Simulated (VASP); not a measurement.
# Si32C31 (a cell with a defect) in VASP: single point with PBEsol

Aim: the single point of Si32C31 (a cell with a defect) with PBEsol.

Program: VASP 6.6.1. These are calculated values, not measurements. Logs are shortened: lines on timing, memory, paths and dates and some standing lists are left out, and cuts for length are marked.

## Step 1: The cell of the first run

The cell holds a defect, 63 atoms: a = 8.714 Å, b = 8.714 Å, c = 8.714 Å, α = 90.00°, β = 90.00°, γ = 90.00°.

## Step 2: Single point, PBEsol

Contents of INCAR:

```
ALGO = Normal
EDIFF = 1E-7
ENCUT = 520
GGA = PS
ISIF = 2
ISMEAR = -1
ISYM = 0
LASPH = T
LCHARG = F
LREAL = Auto
LWAVE = F
NBANDS = 163
NELM = 80
PREC = Accurate
SIGMA = 0.05
```

Contents of KPOINTS:

```
Automatic mesh
0
Gamma
  1 1 1
  0.25 0.25 0.25
```

Contents of POSCAR:

```
Si32C31
1.0
    8.7137060000      0.0000000000      0.0000000000
    0.0000000000      8.7137060000      0.0000000000
    0.0000000000      0.0000000000      8.7137060000
Si C
32 31
Direct
    0.0005030000      0.0004400000      0.9991870000
    0.9965000000      0.9964150000      0.5006380000
    0.0024480000      0.4997450000      0.9998390000
    0.9989600000      0.5009160000      0.5005730000
    0.4997470000      0.0024070000      0.9998540000
    0.5009580000      0.9988820000      0.5005230000
    0.4985150000      0.4984980000      0.0029020000
    0.5108410000      0.5108810000      0.4835410000
    0.2498830000      0.2498510000      0.9986660000
    0.2528960000      0.2528580000      0.4997620000
    0.2487420000      0.7508060000      0.9993510000
    0.2520240000      0.7484480000      0.4999130000
    0.7509080000      0.2486610000      0.9993980000
    0.7485290000      0.2519570000      0.4999430000
    0.7522350000      0.7521290000      0.0036390000
    0.7350760000      0.7349490000      0.4902320000
    0.2494070000      0.0004000000      0.2507580000
    0.2527220000      0.9979080000      0.7500180000
    0.2481030000      0.4992500000      0.2495060000
    0.2529450000      0.5012980000      0.7478360000
    0.7504620000      0.0010770000      0.2508340000
    0.7494220000      0.9985120000      0.7489940000
    0.7514260000      0.4971840000      0.2463770000
    0.7433710000      0.5133440000      0.7630000000
    0.0004360000      0.2493580000      0.2507830000
    0.9979990000      0.2526660000      0.7500100000
    0.0011300000      0.7503660000      0.2508670000
    0.9985830000      0.7493380000      0.7489930000
    0.4992230000      0.2480730000      0.2494590000
    0.5013070000      0.2528790000      0.7478090000
    0.4971760000      0.7513570000      0.2463790000
    0.5133750000      0.7431660000      0.7630070000
    0.1253360000      0.1252990000      0.1249130000
    0.1249850000      0.1249490000      0.6243850000
    0.1251480000      0.6247580000      0.1249810000
    0.1256150000      0.6254560000      0.6249240000
    0.6247940000      0.1250750000      0.1249980000
    0.6254900000      0.1255200000      0.6249100000
    0.6254190000      0.6253630000      0.1251100000
    0.3735870000      0.3735920000      0.1261450000
    0.3835410000      0.3835100000      0.6215950000
    0.3733630000      0.8774360000      0.1228180000
    0.3838560000      0.8671590000      0.6266770000
    0.8774800000      0.3733250000      0.1228140000
    0.8672920000      0.3837930000      0.6266990000
    0.8771100000      0.8770300000      0.1276910000
    0.8659660000      0.8658660000      0.6222800000
    0.3752110000      0.1245150000      0.3764710000
    0.3759770000      0.1267560000      0.8728210000
    0.3713320000      0.6268060000      0.3685030000
    0.3749860000      0.6236980000      0.8779340000
    0.8749570000      0.1256380000      0.3771350000
    0.8754100000      0.1245120000      0.8732190000
    0.8757080000      0.6220080000      0.3723320000
    0.8793100000      0.6278700000      0.8812000000
    0.1245500000      0.3751870000      0.3764960000
    0.1268030000      0.3759740000      0.8728340000
    0.1257410000      0.8749190000      0.3771330000
    0.1245700000      0.8753370000      0.8732220000
    0.6268160000      0.3712890000      0.3684730000
    0.6237960000      0.3748880000      0.8779790000
    0.6221080000      0.8756220000      0.3723030000
    0.6279080000      0.8791790000      0.8812180000
```

Potentials or basis: VASP PAW PBE potentials, release 64 (Si, C).

The run is started by

```bash
$ cat potpaw_PBE.64/Si/POTCAR potpaw_PBE.64/C/POTCAR > POTCAR
$ mpirun -np 1 vasp_std > vasp.out
```

OUTCAR:

```text
EDIFF = 1E-7
   ENCUT = 520
   GGA = PS
   ISIF = 2
   ISMEAR = -1
   ISYM = 0
   LASPH = T
   LREAL = Auto
   NELM = 80
   PREC = Accurate

 ion  position               nearest neighbor table
   1  0.001  0.000  0.999-  53 1.89  59 1.89  46 1.89  33 1.89  15 3.06  13 3.07  11 3.07   9 3.07
                            17 3.08  25 3.08  22 3.09  28 3.09  18 3.09  26 3.09  21 3.09  27 3.09
   2  0.996  0.996  0.501-  58 1.88  52 1.88  34 1.92  47 1.93  28 3.05  22 3.05  27 3.06  21 3.06
                            17 3.10  25 3.10  12 3.10  14 3.10  18 3.12  26 3.12
   3  0.002  0.500  1.000-  55 1.86  35 1.88  44 1.88  57 1.89  19 3.05  24 3.06  26 3.06   9 3.06
                            11 3.06  23 3.07  28 3.08  25 3.09  27 3.09  20 3.10  13 3.10  15 3.10
   4  0.999  0.501  0.501-  54 1.87  45 1.89  56 1.89  36 1.89  28 3.06  26 3.07  16 3.07  27 3.08
                            14 3.08  19 3.08  12 3.08  20 3.09  25 3.09  23 3.09  10 3.09
   5  0.500  0.002  1.000-  63 1.86  37 1.88  42 1.88  49 1.89  29 3.05  18 3.06  32 3.06   9 3.06
                            13 3.06  31 3.07  22 3.08  17 3.09  21 3.09  30 3.10  11 3.10  15 3.10
   6  0.501  0.999  0.501-  62 1.88  43 1.89  48 1.89  38 1.89  22 3.06  18 3.07  16 3.08  21 3.08
                            12 3.08  29 3.08  14 3.08  17 3.09  30 3.09  31 3.09  10 3.09
   7  0.499  0.498  0.003-  40 1.88  51 1.88  61 1.88  39 1.89  32 2.99  24 2.99  31 3.06  23 3.06
                            29 3.06  19 3.06   9 3.06  20 3.09  30 3.09  11 3.09  13 3.09  15 3.13
   8  0.511  0.511  0.484-  50 1.87  60 1.87  41 1.98  16 2.76  31 2.95  23 2.95  12 3.06  14 3.07
                            19 3.07  29 3.07
   9  0.250  0.250  0.999-  40 1.89  49 1.89  57 1.89  33 1.89   7 3.06   5 3.06   3 3.06   1 3.07
                            29 3.08  19 3.08  26 3.08  18 3.08  17 3.09  25 3.09  20 3.09  30 3.09
  10  0.253  0.253  0.500-  56 1.88  48 1.88  34 1.91  41 1.93  30 3.06  20 3.06  29 3.06  19 3.06
                            25 3.09  17 3.09   4 3.09   6 3.09  26 3.11  18 3.11
  11  0.249  0.751  0.999-  42 1.89  59 1.89  51 1.89  35 1.89  31 3.05  18 3.06   3 3.06   1 3.07
                            27 3.08  28 3.08  17 3.09  20 3.09  19 3.09  32 3.09   7 3.09   5 3.10
  12  0.252  0.748  0.500-  50 1.87  36 1.88  58 1.89  43 1.90  20 3.05   8 3.06  31 3.07   6 3.08
                            18 3.08  19 3.08  27 3.08   4 3.08  17 3.09  28 3.10   2 3.10
  13  0.751  0.249  0.999-  44 1.88  61 1.89  53 1.89  37 1.89  23 3.05  26 3.06   5 3.06   1 3.07
                            21 3.07  22 3.08  25 3.09  30 3.09  29 3.09  24 3.09   7 3.09   3 3.10
  14  0.749  0.252  0.500-  60 1.88  38 1.88  52 1.89  45 1.90  30 3.05   8 3.07  23 3.07   4 3.08
                            26 3.08  29 3.08  21 3.08   6 3.08  25 3.09  22 3.10   2 3.10
  15  0.752  0.752  0.004-  55 1.88  46 1.88  63 1.88  39 1.89  24 2.96  32 2.96  27 3.06  21 3.06
                             1 3.06  23 3.07  31 3.07  28 3.09  22 3.09   3 3.10   5 3.10   7 3.13
  16  0.735  0.735  0.490-  54 1.88  62 1.88  47 1.98   8 2.76  23 2.97  31 2.97  24 3.06  32 3.06
                             4 3.07   6 3.08  27 3.12  21 3.12
  17  0.249  0.000  0.251-  33 1.89  42 1.89  58 1.89  48 1.89  31 3.06  29 3.07  25 3.07  27 3.07
                             1 3.08  11 3.09  12 3.09   5 3.09   6 3.09  10 3.09   9 3.09   2 3.10
  18  0.253  0.998  0.750-  59 1.88  49 1.89  34 1.91  43 1.94  11 3.06   5 3.06   6 3.07  12 3.08
                             9 3.08   1 3.09  28 3.10  30 3.10  10 3.11   2 3.12  26 3.14
  19  0.248  0.499  0.250-  50 1.86  35 1.88  40 1.88  56 1.88   3 3.05  10 3.06   7 3.06  25 3.07
                             8 3.07  27 3.07  12 3.08   4 3.08   9 3.08  31 3.09  11 3.09  29 3.09
  20  0.253  0.501  0.748-  36 1.88  51 1.89  41 1.89  57 1.89  12 3.05  10 3.06  30 3.06   7 3.09
                            11 3.09   4 3.09   9 3.09  28 3.10   3 3.10  32 3.10  26 3.10
  21  0.750  0.001  0.251-  46 1.88  52 1.89  62 1.89  37 1.89   2 3.06  15 3.06  29 3.07  25 3.07
                            13 3.07   6 3.08  14 3.08  27 3.09   1 3.09   5 3.09  31 3.10  16 3.12
  22  0.749  0.999  0.749-  63 1.88  38 1.89  53 1.89  47 1.89  32 3.03   2 3.05   6 3.06  28 3.07
                            13 3.08   5 3.08  15 3.09   1 3.09  14 3.10  30 3.10  26 3.10
  23  0.751  0.497  0.246-  60 1.87  44 1.88  54 1.89  39 1.89   8 2.95  16 2.97  13 3.05   7 3.06
                            25 3.06   3 3.07  15 3.07  14 3.07  29 3.09   4 3.09  27 3.10  31 3.13
  24  0.743  0.513  0.763-  55 1.86  61 1.88  45 1.96  32 2.83  15 2.96   7 2.99  28 3.03   3 3.06
                            16 3.06  13 3.09  30 3.10
  25  0.000  0.249  0.251-  33 1.89  44 1.89  52 1.89  56 1.89  23 3.06  19 3.07  17 3.07  21 3.07
[... 44 lines left out ...]
  62  0.622  0.876  0.372-   6 1.88  16 1.88  31 1.89  21 1.89
  63  0.628  0.879  0.881-  32 1.86   5 1.86  22 1.88  15 1.88

IMPORTANT INFORMATION: All symmetrisations will be switched off!
NOSYMM: (Re-)initialisation of all symmetry stuff for point group C_1.

----------------------------------------------------------------------------------------

                                     Primitive cell

  volume of cell :     661.6201

  direct lattice vectors                    reciprocal lattice vectors
     8.713706000  0.000000000  0.000000000     0.114761733  0.000000000  0.000000000
     0.000000000  8.713706000  0.000000000     0.000000000  0.114761733  0.000000000
[... 174 lines left out ...]
   NGX,Y,Z   is equivalent  to a cutoff of  13.36, 13.36, 13.36 a.u.
   NGXF,Y,Z  is equivalent  to a cutoff of  26.71, 26.71, 26.71 a.u.
 SYSTEM =  unknown system
   PREC   = accura    normal or accurate (medium, high low for compatibility)
   ISTART =      0    job   : 0-new  1-cont  2-samecut
   ICHARG =      2    charge: 1-file 2-atom 10-const
   ISPIN  =      1    spin polarized calculation?
   LNONCOLLINEAR =      F non collinear calculations
   LSORBIT =      F    spin-orbit coupling
   LASPH  =      T    aspherical Exc in radial PAW
   ENCUT  =  520.0 eV  38.22 Ry    6.18 a.u.  16.20 16.20 16.20*2*pi/ulx,y,z
   NELM   =     80;   NELMIN=  2; NELMDL= -5     # of ELM steps
   EDIFF  = 0.1E-06   stopping-criterion for ELM
   LREAL  =      T    real-space projection
   EDIFFG = 0.1E-05   stopping-criterion for IOM
   NSW    =      0    number of steps for IOM
   IBRION =     -1    ionic relax: 0-MD 1-quasi-New 2-CG
   NFREE  =      0    steps in history (QN), initial steepest desc. (CG)
   ISIF   =      2    stress and relaxation
   ISYM   =      0    0-nonsym 1-usesym 2-fastsym
   POTIM  = 0.5000    time-step for ionic-motion
   TEBEG  =    0.0;   TEEND  =   0.0 temperature during run
   PSTRESS=    0.0 pullay stress
   NELECT =     252.0000    total number of electrons
   NUPDOWN=      -1.0000    fix difference up-down
   EMIN   =  10.00;   EMAX   =-10.00  energy-range for DOS
   EFERMI =   0.00;   METHOD = LEGACY
   ISMEAR =    -1;   SIGMA  =   0.05  broadening in eV -4-tet -1-fermi 0-gaus
   EFERMI_NEDOS =   21; number of points for ismear=-14 and -15
   IALGO  =     38    algorithm
   IMIX   =      4    mixing-type and parameters
     AMIX     =   0.40;   BMIX     =  1.00
     AMIX_MAG =   1.60;   BMIX_MAG =  1.00
  volume/ion in A,a.u.               =      10.50        70.87
  Fermi-wavevector in a.u.,A,eV,Ry     =   1.186694  2.242527 19.160307  1.408243
  Thomas-Fermi vector in A             =   2.322861
   LORBIT       =      0    0 simple, 1 ext, 2 COOP (PROOUT), +10 PAW based schemes
   GGA     = PS    functional components
   LHFCALC =     F    Hartree Fock is set to
   AEXX    =    0.0000 exact exchange contribution
   IVDW    =     0    specifies the selected vdW correction
   LEPSILON=     F    determine dielectric tensor
   LRPA    =     F    only Hartree local field effects (RPA)
 non-spin polarized calculation
  energy-cutoff  :      520.00
  volume of cell :      661.62
 maximum number of plane-waves:     17779
 NGX is ok and might be reduce to    70
   NGX = 33   NGY = 33   NGZ = 33

 number of electron     251.9999989 magnetization

 Free energy of the ion-electron system (eV)
  ---------------------------------------------------
  ext. energy  EPLUGINS =         0.00000000
  ---------------------------------------------------
  free energy    TOTEN  =      -495.28159283 eV

  energy without entropy =     -495.28098127  energy(sigma->0) =     -495.28128705

 E-fermi :   9.5049     XC(G=0): -11.4624

 val. band max:        9.1324887626   @ k =  -0.2500  -0.2500   0.2500
 cond. band min:       9.8945337831   @ k =  -0.2500  -0.2500   0.2500
 fundamental gap:      0.7620450205
 Fermi energy:         9.5048797835

 k-point     1 :       0.2500    0.2500    0.2500
  band No.  band energies     occupation
      1      -7.1060      2.00000
      2      -6.3399      2.00000
      3      -6.3243      2.00000
      4      -6.2400      2.00000
      5      -5.5727      2.00000
      6      -5.5617      2.00000
[... 553 lines left out ...]
    137      12.2154      0.00000
    138      12.2243      0.00000
 [bands above 138 left out]

------------------------ aborting loop because EDIFF is reached ----------------------------------------

  FORCE on cell =-STRESS in cart. coord.  units (eV):
  Direction    XX          YY          ZZ          XY          YZ          ZX
  --------------------------------------------------------------------------------------
  -------------------------------------------------------------------------------------
  Total       -6.8466080     -6.8575595      9.4353967     -0.7427262      1.4595907      1.4830711
  in kB      -16.5797256    -16.6062456     22.8487285     -1.7985836      3.5345405      3.5914006
  external PRESSURE =      -3.4457476 kB  Pullay stress =       0.0000000 kB

 VOLUME and BASIS-vectors are now :
 -----------------------------------------------------------------------------
  energy-cutoff  :      520.00
  volume of cell :      661.62
      direct lattice vectors                 reciprocal lattice vectors
     8.713706000  0.000000000  0.000000000     0.114761733  0.000000000  0.000000000
     0.000000000  8.713706000  0.000000000     0.000000000  0.114761733  0.000000000
     0.000000000  0.000000000  8.713706000     0.000000000  0.000000000  0.114761733

 POSITION                                       TOTAL-FORCE (eV/Angst)
 -----------------------------------------------------------------------------------
      0.00438      0.00383      8.70662         0.026925      0.025910      0.053356
      8.68321      8.68247      4.36241         0.074315      0.076466     -0.090750
      0.02133      4.35463      8.71230         0.068035     -0.088266      0.063782
      8.70464      4.36483      4.36185        -0.020725      0.029024      0.017051
      4.35465      0.02097      8.71243        -0.074950      0.061745      0.056814
      4.36520      8.70396      4.36141         0.034473     -0.024204      0.020189
[... 55 lines left out ...]
      5.42087      7.62991      3.24414         0.039587      0.076291     -0.182816
      5.47141      7.66091      7.67867         0.104680     -0.059494     -0.125508
 -----------------------------------------------------------------------------------
    total drift:                               -0.004030      0.005520     -0.029649

  FREE ENERGIE OF THE ION-ELECTRON SYSTEM (eV)
  ---------------------------------------------------
  free  energy   TOTEN  =      -495.2815928278 eV

  energy  without entropy=     -495.2809812690  energy(sigma->0) =     -495.28128705
```

Run time: 13 min. Hardware: 1 thread of Intel Xeon Platinum 8259CL at 2.50GHz (Skylake/Cascade Lake), shared host; peak memory 0.81 GiB.

Results:

```yaml
Free_energy: -495.2816 eV
Pressure: -0.3 GPa
Largest_force: 0.386 eV/Å
Band_gap_on_the_k_mesh: 0.76 eV
```

Forces in eV/Å, atoms in the order of the input:
```
Si   0.027  0.026  0.053
Si   0.074  0.076 -0.091
Si   0.068 -0.088  0.064
Si  -0.021  0.029  0.017
Si  -0.075  0.062  0.057
Si   0.034 -0.024  0.020
Si   0.070  0.052 -0.079
Si   0.039  0.018  0.130
Si   0.024  0.027  0.024
Si  -0.034 -0.034 -0.049
Si   0.056 -0.057 -0.022
Si   0.021  0.111  0.122
Si  -0.068  0.058 -0.028
Si   0.099  0.026  0.113
Si   0.049  0.059  0.104
Si   0.064  0.079 -0.176
Si   0.017  0.028  0.036
Si   0.072 -0.014 -0.066
Si  -0.040 -0.074 -0.056
Si   0.011  0.109  0.139
Si  -0.099 -0.020  0.082
Si   0.028  0.072  0.027
Si   0.136  0.132  0.019
Si  -0.316 -0.222 -0.005
Si   0.029  0.019  0.034
Si  -0.015  0.072 -0.059
Si  -0.013 -0.088  0.078
Si   0.078  0.038  0.026
Si  -0.061 -0.039 -0.050
Si   0.123  0.015  0.146
Si   0.150  0.145  0.016
Si  -0.205 -0.292 -0.012
C   -0.019 -0.019 -0.036
C   -0.008 -0.015  0.090
C   -0.015  0.116  0.002
C   -0.042 -0.049 -0.042
C    0.117 -0.012  0.000
C   -0.047 -0.036 -0.040
C   -0.055 -0.052 -0.023
C   -0.042 -0.043  0.022
C    0.055  0.057 -0.078
C   -0.045 -0.053 -0.020
C   -0.048  0.021  0.040
C   -0.046 -0.041 -0.016
C    0.015 -0.049  0.039
C   -0.025 -0.028 -0.068
C   -0.058 -0.055  0.156
C   -0.035 -0.030 -0.026
C   -0.036 -0.046 -0.046
C    0.084  0.003  0.106
C   -0.112  0.045  0.037
C   -0.037  0.004 -0.044
C   -0.018 -0.034 -0.036
C    0.077  0.042 -0.185
C   -0.067  0.105 -0.122
C   -0.027 -0.035 -0.028
C   -0.044 -0.040 -0.048
C   -0.004 -0.042 -0.046
C   -0.032 -0.020 -0.036
C    0.006  0.091  0.116
C    0.043 -0.102  0.028
C    0.040  0.076 -0.183
C    0.105 -0.059 -0.126
```

Levels at points of the mesh, in eV from the valence-band top:
| k point | band 122 | band 123 | band 124 | band 125 | band 126 | band 127 | band 128 | band 129 | band 130 | band 131 |
| --- | --- | --- | --- | --- | --- | --- | --- | --- | --- | --- |
| (0.25, 0.25, 0.25) | -1.89 | -1.73 | -1.49 | -1.45 | -0.07 | 0.81 | 0.99 | 1.07 | 1.34 | 1.34 |

Caveat: semilocal functionals underestimate gaps, and a narrow one can read as zero; the PAW data sets were made with another functional, which shifts forces and pressure a little.
